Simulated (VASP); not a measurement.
# Ni (Fm-3m) in VASP: notebook

Ni is run at these levels: r2SCAN; tasks: single point.

Program: VASP 6.6.1. These are calculated values, not measurements. Logs are shortened: lines on timing, memory, paths and dates and some standing lists are left out, and cuts for length are marked.

## Step 1: The cell of the first run

Symmetry: Fm-3m, No. 225, cubic system. The conventional cell has a = 3.476 Å, b = 3.476 Å, c = 3.476 Å, α = 90.00°, β = 90.00°, γ = 90.00°. Within 3.2 Å of Ni (site symmetry m-3m) lie 12 Ni at 2.46 Å.

## Step 2: Single point, r2SCAN, collinear spin, ferromagnetic start

File POSCAR:

```
Ni
1.0
    0.0000000000      1.7380692641      1.7380692641
    1.7380692641      0.0000000000      1.7380692641
    1.7380692641      1.7380692641      0.0000000000
Ni
1
Direct
    0.0000000000      0.0000000000      0.0000000000
```

File INCAR.step1:

```
SYSTEM = Ni
PREC = Accurate
ENCUT = 520
ISMEAR = 0
SIGMA = 0.2
LREAL = .False.
LASPH = .True.
NELM = 150
ISPIN = 2
MAGMOM = 0.807
LMAXMIX = 4
NBANDS = 15
GGA = PE
ALGO = Normal
EDIFF = 1E-4
LWAVE = .True.
LCHARG = .False.
```

File INCAR.step2:

```
SYSTEM = Ni
PREC = Accurate
ENCUT = 520
EDIFF = 1E-7
ISMEAR = 0
SIGMA = 0.2
LREAL = .False.
LASPH = .True.
NELM = 150
ALGO = Normal
ISIF = 2
LWAVE = .False.
LCHARG = .True.
ISPIN = 2
MAGMOM = 0.807
LORBIT = 11
LMAXMIX = 4
METAGGA = R2SCAN
LMIXTAU = .True.
LELF = .True.
LVHAR = .True.
NBANDS = 15
ISTART = 1
```

File KPOINTS:

```
Automatic mesh
0
Gamma
  15 15 15
  0 0 0
```

Potentials or basis: VASP PAW PBE potentials, release 64 (Ni).

Launch:

```bash
> cat potpaw_PBE.64/Ni/POTCAR > POTCAR
> cp INCAR.step1 INCAR
> mpirun -np 1 vasp_std > vasp.out
> cp INCAR.step2 INCAR
> mpirun -np 1 vasp_std > vasp.out
```

OUTCAR:

```text
SYSTEM = Ni
   PREC = Accurate
   ENCUT = 520
   EDIFF = 1E-7
   ISMEAR = 0
   LREAL = .False.
   LASPH = .True.
   NELM = 150
   ISIF = 2
   ISPIN = 2
   LORBIT = 11
   METAGGA = R2SCAN
   ISTART = 1

 ion  position               nearest neighbor table
   1  0.000  0.000  0.000-

  LATTYP: Found a face centered cubic cell.
 ALAT       =     3.4761385282

  Lattice vectors:

 A1 = (   0.0000000000,   1.7380692641,   1.7380692641)
 A2 = (   1.7380692641,   0.0000000000,   1.7380692641)
 A3 = (   1.7380692641,   1.7380692641,   0.0000000000)

Analysis of symmetry for initial positions (statically):
=====================================================================
 Subroutine PRICEL returns:
 Original cell was already a primitive cell.

 Routine SETGRP: Setting up the symmetry group for a
 face centered cubic supercell.

 Subroutine GETGRP returns: Found 48 space group operations
 (whereof 48 operations were pure point group operations)
 out of a pool of 48 trial point group operations.

The static configuration has the point symmetry O_h .

Analysis of symmetry for dynamics (positions and initial velocities):
=====================================================================
 Subroutine PRICEL returns:
 Original cell was already a primitive cell.

 Routine SETGRP: Setting up the symmetry group for a
 face centered cubic supercell.

 Subroutine GETGRP returns: Found 48 space group operations
 (whereof 48 operations were pure point group operations)
 out of a pool of 48 trial point group operations.

The dynamic configuration has the point symmetry O_h .

Analysis of structural, dynamic, and magnetic symmetry:
=====================================================================
 Subroutine PRICEL returns:
 Original cell was already a primitive cell.

 Routine SETGRP: Setting up the symmetry group for a
 face centered cubic supercell.

 Subroutine GETGRP returns: Found 48 space group operations
 (whereof 48 operations were pure point group operations)
 out of a pool of 48 trial point group operations.

The overall configuration has the point symmetry O_h .

 Subroutine INISYM returns: Found 48 space group operations
 (whereof 48 operations are pure point group operations),
 and found     1 'primitive' translations

----------------------------------------------------------------------------------------

                                     Primitive cell

  volume of cell :      10.5010

  direct lattice vectors                    reciprocal lattice vectors
     0.000000000  1.738069264  1.738069264    -0.287675532  0.287675532  0.287675532
     1.738069264  0.000000000  1.738069264     0.287675532 -0.287675532  0.287675532
     1.738069264  1.738069264  0.000000000     0.287675532  0.287675532 -0.287675532

  length of vectors
     2.458001126  2.458001126  2.458001126     0.498268637  0.498268637  0.498268637

  position of ions in fractional coordinates (direct lattice)
     0.000000000  0.000000000  0.000000000

  ion indices of the primitive-cell ions
   primitive index   ion index
                 1           1

----------------------------------------------------------------------------------------

 KPOINTS: Automatic mesh

Automatic generation of k-mesh.
 Grid dimensions read from file:
 generate k-points for:   15   15   15

 Generating k-lattice:

  Cartesian coordinates                     Fractional coordinates (reciprocal lattice)
    -0.019178369  0.019178369  0.019178369     0.066666667  0.000000000  0.000000000
     0.019178369 -0.019178369  0.019178369     0.000000000  0.066666667  0.000000000
     0.019178369  0.019178369 -0.019178369     0.000000000  0.000000000  0.066666667

  Length of vectors
     0.033217909  0.033217909  0.033217909

  Shift w.r.t. Gamma in fractional coordinates (k-lattice)
     0.000000000  0.000000000  0.000000000

 Subroutine IBZKPT returns following result:
 ===========================================

 Found    120 irreducible k-points:

 Following reciprocal coordinates:
            Coordinates               Weight
  0.000000  0.000000  0.000000      1.000000
  0.066667  0.000000  0.000000      8.000000
  0.133333  0.000000  0.000000      8.000000
  0.200000  0.000000  0.000000      8.000000
  0.266667  0.000000  0.000000      8.000000
  0.333333  0.000000  0.000000      8.000000
[... 16 lines left out ...]
  0.133333  0.133333  0.000000      6.000000
  0.200000  0.133333  0.000000     24.000000
 [... further k-points ...]
   k-points           NKPTS =    120   k-points in BZ     NKDIM =    120   number of bands    NBANDS=     15
   number of dos      NEDOS =    301   number of ions     NIONS =      1
   total plane-waves  NPLWV =   5832
   dimension x,y,z NGX =    18 NGY =   18 NGZ =   18
   dimension x,y,z NGXF=    36 NGYF=   36 NGZF=   36
   ions per type =               1
   NGX,Y,Z   is equivalent  to a cutoff of  12.17, 12.17, 12.17 a.u.
   NGXF,Y,Z  is equivalent  to a cutoff of  24.35, 24.35, 24.35 a.u.
 SYSTEM =  Ni
   PREC   = accura    normal or accurate (medium, high low for compatibility)
   ISTART =      1    job   : 0-new  1-cont  2-samecut
   ICHARG =      0    charge: 1-file 2-atom 10-const
   ISPIN  =      2    spin polarized calculation?
   LNONCOLLINEAR =      F non collinear calculations
   LSORBIT =      F    spin-orbit coupling
   LASPH  =      T    aspherical Exc in radial PAW
   ENCUT  =  520.0 eV  38.22 Ry    6.18 a.u.   4.57  4.57  4.57*2*pi/ulx,y,z
   NELM   =    150;   NELMIN=  2; NELMDL=  0     # of ELM steps
   EDIFF  = 0.1E-06   stopping-criterion for ELM
   LREAL  =      F    real-space projection
   EDIFFG = 0.1E-05   stopping-criterion for IOM
   NSW    =      0    number of steps for IOM
   IBRION =     -1    ionic relax: 0-MD 1-quasi-New 2-CG
   NFREE  =      0    steps in history (QN), initial steepest desc. (CG)
   ISIF   =      2    stress and relaxation
   ISYM   =      2    0-nonsym 1-usesym 2-fastsym
   POTIM  = 0.5000    time-step for ionic-motion
   TEBEG  =    0.0;   TEEND  =   0.0 temperature during run
   PSTRESS=    0.0 pullay stress
   NELECT =      10.0000    total number of electrons
   NUPDOWN=      -1.0000    fix difference up-down
   EMIN   =  10.00;   EMAX   =-10.00  energy-range for DOS
   EFERMI =   0.00;   METHOD = LEGACY
   ISMEAR =     0;   SIGMA  =   0.20  broadening in eV -4-tet -1-fermi 0-gaus
   EFERMI_NEDOS =   21; number of points for ismear=-14 and -15
   IALGO  =     38    algorithm
   IMIX   =      4    mixing-type and parameters
     AMIX     =   0.40;   BMIX     =  1.00
     AMIX_MAG =   1.60;   BMIX_MAG =  1.00
  volume/ion in A,a.u.               =      10.50        70.86
  Fermi-wavevector in a.u.,A,eV,Ry     =   1.610637  3.043663 35.295588  2.594153
  Thomas-Fermi vector in A             =   2.706156
   LORBIT       =     11    0 simple, 1 ext, 2 COOP (PROOUT), +10 PAW based schemes
   METAGGA = R2SCAN    functional components
   LHFCALC =     F    Hartree Fock is set to
   AEXX    =    0.0000 exact exchange contribution
   IVDW    =     0    specifies the selected vdW correction
   LEPSILON=     F    determine dielectric tensor
   LRPA    =     F    only Hartree local field effects (RPA)
 spin polarized calculation
 Gauss-broadening in eV      SIGMA  =   0.20
  energy-cutoff  :      520.00
  volume of cell :       10.50
 maximum number of plane-waves:       295
   NGX =  9   NGY =  9   NGZ =  9

 number of electron       9.9999999 magnetization       0.6943076

 Free energy of the ion-electron system (eV)
  ---------------------------------------------------
  ext. energy  EPLUGINS =         0.00000000
  ---------------------------------------------------
  free energy    TOTEN  =       -11.95688570 eV

  energy without entropy =      -11.93240629  energy(sigma->0) =      -11.94464599

 E-fermi :   9.8096     XC(G=0): -14.6266

 val. band max:        9.8068099120   @ k =  -0.4667   0.2667   0.1333
 cond. band min:       9.8110965935   @ k =  -0.4000   0.0667   0.0000
 fundamental gap:      0.0042866814
 Fermi energy:         9.8095914373

 spin component 1

 k-point     1 :       0.0000    0.0000    0.0000
  band No.  band energies     occupation
      1       0.1641      1.00000
      2       6.8267      1.00000
      3       6.8268      1.00000
      4       6.8268      1.00000
      5       8.1677      1.00000
      6       8.1677      1.00000
      7      34.6765      0.00000
      8      39.1184      0.00000
      9      39.1184      0.00000
     10      39.1188      0.00000
     11      41.8680      0.00000
     12      41.8680      0.00000
     13      41.8681      0.00000
     14      45.2183      0.00000
     15      51.9251      0.00000
[... 397 lines left out ...]
 k-point    24 :       0.2000    0.1333    0.0000
  band No.  band energies     occupation
      1       1.7550      1.00000
      2       6.3337      1.00000
      3       7.2136      1.00000
      4       7.2346      1.00000
      5       7.7973      1.00000
      6       8.3492      1.00000
      7      30.5574      0.00000
      8      33.4192      0.00000
      9      33.6651      0.00000
     10      36.1526      0.00000
     11      41.2757      0.00000
     12      45.5107      0.00000
     13      47.3636      0.00000
     14      48.0253      0.00000
     15      51.8259      0.00000

 [... further k-points ...]

 spin component 2

 k-point     1 :       0.0000    0.0000    0.0000
  band No.  band energies     occupation
      1      -0.0828      1.00000
      2       8.1014      1.00000
      3       8.1014      1.00000
      4       8.1014      1.00000
      5       8.8927      1.00000
      6       8.8928      1.00000
      7      34.4270      0.00000
      8      39.2204      0.00000
      9      39.2205      0.00000
     10      39.2205      0.00000
     11      42.1547      0.00000
     12      42.1548      0.00000
     13      42.1548      0.00000
     14      45.2870      0.00000
     15      52.7166      0.00000
[... 397 lines left out ...]
 k-point    24 :       0.2000    0.1333    0.0000
  band No.  band energies     occupation
      1       1.5291      1.00000
      2       7.5184      1.00000
      3       8.3201      1.00000
      4       8.5020      1.00000
      5       8.6702      1.00000
      6       9.1167      1.00000
      7      30.6720      0.00000
      8      33.6235      0.00000
      9      33.6689      0.00000
     10      36.2212      0.00000
     11      41.7261      0.00000
     12      45.6971      0.00000
     13      47.5331      0.00000
     14      48.2071      0.00000
     15      53.5109      0.00000

 [... further k-points ...]
[... 5 lines left out ...]
  --------------------------------------------------------------------------------------
  -------------------------------------------------------------------------------------
  Total        0.0309168      0.0309168      0.0309168      0.0000000      0.0000000     -0.0000000
  in kB        4.7170935      4.7170935      4.7170935      0.0000000      0.0000000     -0.0000000
  external PRESSURE =       4.7170935 kB  Pullay stress =       0.0000000 kB

 VOLUME and BASIS-vectors are now :
 -----------------------------------------------------------------------------
  energy-cutoff  :      520.00
  volume of cell :       10.50
      direct lattice vectors                 reciprocal lattice vectors
     0.000000000  1.738069264  1.738069264    -0.287675532  0.287675532  0.287675532
     1.738069264  0.000000000  1.738069264     0.287675532 -0.287675532  0.287675532
     1.738069264  1.738069264  0.000000000     0.287675532  0.287675532 -0.287675532

 POSITION                                       TOTAL-FORCE (eV/Angst)
 -----------------------------------------------------------------------------------
      0.00000      0.00000      0.00000        -0.000000     -0.000000      0.000000
 -----------------------------------------------------------------------------------
    total drift:                                0.000000     -0.000000      0.000000

  FREE ENERGIE OF THE ION-ELECTRON SYSTEM (eV)
  ---------------------------------------------------
  free  energy   TOTEN  =       -11.9568856951 eV

  energy  without entropy=      -11.9324062946  energy(sigma->0) =      -11.94464599

 total charge

# of ion       s       p       d       tot
------------------------------------------
    1        0.529   0.550   8.333   9.412

 magnetization (x)

# of ion       s       p       d       tot
------------------------------------------
    1       -0.011  -0.042   0.765   0.712
```

Wall time 4.1 min (1 thread of AMD EPYC 7R43 (Zen 3), shared host); peak memory 0.11 GiB.

What came out:

| Item | Value |
| --- | --- |
| Free energy | -11.9569 eV |
| Pressure | 0.5 GPa |
| Net moment | 0.69 μB per cell |
| Site moments | Ni +0.71 μB |
| Valence electrons inside the program's atomic spheres | Ni 9.41 |

Levels at points of the mesh, in eV from the Fermi level:
Spin up:
```
           k point  band 3  band 4  band 5  band 6  band 7  band 8
(0.00, 0.00, 0.00)   -2.98   -2.98   -1.64   -1.64   24.87   29.31
```
Spin down:
| k point | band 1 | band 2 | band 3 | band 4 | band 5 | band 6 | band 7 | band 8 |
| --- | --- | --- | --- | --- | --- | --- | --- | --- |
| (0.00, 0.00, 0.00) | -9.89 | -1.71 | -1.71 | -1.71 | -0.92 | -0.92 | 24.62 | 29.41 |

Caveat: the PAW data sets were made with another functional, which shifts forces and pressure a little.

## Step 3: Single point, r2SCAN, collinear spin, ferromagnetic start

POSCAR is that of step 2.

File INCAR.step1:

```
PREC     = Accurate       # precision mode
ENCUT    = 520            # plane-wave cutoff, eV
ISMEAR   = 0              # smearing method
SIGMA    = 0.3            # smearing width, eV
LREAL    = False          # projectors in reciprocal space
LASPH    = True           # aspherical terms in the spheres
NELM     = 150            # most SCF steps
ISPIN    = 2              # spin polarisation
MAGMOM   = 0.807          # initial moments
LMAXMIX  = 4              # l up to which the mixer works
NBANDS   = 15             # bands
GGA      = PE             # functional
ALGO     = Normal         # electronic algorithm
EDIFF    = 1E-4           # SCF threshold, eV
LWAVE    = True           # write WAVECAR
LCHARG   = False          # write CHGCAR
```

File INCAR.step2:

```
PREC     = Accurate       # precision mode
ENCUT    = 520            # plane-wave cutoff, eV
EDIFF    = 1E-7           # SCF threshold, eV
ISMEAR   = 0              # smearing method
SIGMA    = 0.3            # smearing width, eV
LREAL    = False          # projectors in reciprocal space
LASPH    = True           # aspherical terms in the spheres
NELM     = 150            # most SCF steps
ALGO     = Normal         # electronic algorithm
ISIF     = 2              # what is computed and relaxed
LWAVE    = False          # write WAVECAR
LCHARG   = False          # write CHGCAR
ISPIN    = 2              # spin polarisation
MAGMOM   = 0.807          # initial moments
LORBIT   = 11             # projections on sites
LMAXMIX  = 4              # l up to which the mixer works
METAGGA  = R2SCAN         # meta-GGA
LMIXTAU  = True         
NBANDS   = 15             # bands
ISTART   = 1
```

File KPOINTS:

```
regular mesh
0
Gamma
  15 15 15
```

Potentials or basis: VASP PAW PBE potentials, release 64 (Ni).

Launch:

```bash
> cat potpaw_PBE.64/Ni/POTCAR > POTCAR
> cp INCAR.step1 INCAR
> mpirun -np 1 vasp_std > vasp.out
> cp INCAR.step2 INCAR
> mpirun -np 1 vasp_std > vasp.out
```

Run time: 4.1 min. Hardware: 1 thread of AMD EPYC 7R43 (Zen 3), shared host; peak memory 0.11 GiB.

Results (log left out):

```yaml
Free_energy: -11.9724 eV
Pressure: 0.8 GPa
Net_moment: 0.70 μB per cell
Site_moments: Ni +0.71 μB
Valence_electrons_inside_the_program's_atomic_spheres: Ni 9.41
```

Levels at points of the mesh, in eV from the Fermi level:
Spin up:
```tsv
k point	band 2	band 3	band 4	band 5	band 6	band 7	band 8	band 9
(0.00, 0.00, 0.00)	-2.96	-2.96	-2.96	-1.63	-1.63	24.88	29.32	29.32
```
Spin down:
| k point | band 1 | band 2 | band 3 | band 4 | band 5 | band 6 | band 7 | band 8 | band 9 |
| --- | --- | --- | --- | --- | --- | --- | --- | --- | --- |
| (0.00, 0.00, 0.00) | -9.88 | -1.70 | -1.70 | -1.70 | -0.89 | -0.89 | 24.63 | 29.42 | 29.42 |

Caveat: the PAW data sets were made with another functional, which shifts forces and pressure a little.

## Step 4: Single point, r2SCAN, collinear spin, ferromagnetic start

POSCAR is that of step 3.

Changes to INCAR.step1 since step 3:

```diff
@@ -3,3 +3,3 @@
 ISMEAR   = 0              # smearing method
-SIGMA    = 0.3            # smearing width, eV
+SIGMA    = 0.6            # smearing width, eV
 LREAL    = False          # projectors in reciprocal space
```

Changes to INCAR.step2 since step 3:

```diff
@@ -4,3 +4,3 @@
 ISMEAR   = 0              # smearing method
-SIGMA    = 0.3            # smearing width, eV
+SIGMA    = 0.6            # smearing width, eV
 LREAL    = False          # projectors in reciprocal space
```

KPOINTS is that of step 3.

Launch:

```bash
> cat potpaw_PBE.64/Ni/POTCAR > POTCAR
> cp INCAR.step1 INCAR
> mpirun -np 1 vasp_std > vasp.out
> cp INCAR.step2 INCAR
> mpirun -np 1 vasp_std > vasp.out
```

Run time: 5.6 min. Hardware: 1 thread of AMD EPYC 7R43 (Zen 3), shared host; peak memory 0.11 GiB.

Results (log left out):

* Free energy: -12.0206 eV
* Pressure: 0.3 GPa
* Band gap on the k mesh: zero (filled and empty bands overlap)
* Net moment: 0.00 μB per cell
* Valence electrons inside the program's atomic spheres: Ni 9.42

Levels at points of the mesh, in eV from the Fermi level:
Spin up:
```csv
k point,band 3,band 4,band 5,band 6,band 7,band 8
"(0.00, 0.00, 0.00)",-2.11,-2.11,-0.99,-0.99,24.95,29.56
```
Spin down:
```csv
k point,band 1,band 2,band 3,band 4,band 5,band 6,band 7,band 8,band 9,band 10
"(0.00, 0.00, 0.00)",-9.54,-2.11,-2.11,-2.11,-0.99,-0.99,24.95,29.56,29.56,29.56
```

Caveat: the PAW data sets were made with another functional, which shifts forces and pressure a little.

(Continued in part 2 of 2.)
